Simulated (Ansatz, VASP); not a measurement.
## H in VASP and in Ansatz

```
H
1.0
     9.00000    0.00000    0.00000
     0.00000    9.70000    0.00000
     0.00000    0.00000    9.90000
H
2
Direct
  0.50000 0.52788 0.52631
  0.50000 0.47212 0.47369
```

Alike in both runs: task single point; functional PBE; dispersion D3(BJ); k mesh 1 × 1 × 1; occupations gaussian, width 0.01 eV; no spin polarisation.

|  | VASP | Ansatz |
| --- | --- | --- |
| version | VASP 6.6.1 | Ansatz 0.2.0 |
| potentials or method | VASP PAW PBE potentials, release 64 (H), cutoff 520 eV | scalar-relativistic, plane waves, PAW |
| valence electrons in the cell | 2 | 2 |

|  | VASP | Ansatz | Ansatz less VASP |
| --- | --- | --- | --- |
| gap on the k mesh at the Fermi level (eV) | 10.12 | 10.11 | -0.008 |
| rms of the force components (eV/Å) | 0.020 | 0.013 | -0.0067 |

Atom by atom the forces differ by 0.007 eV/Å (rms over components).
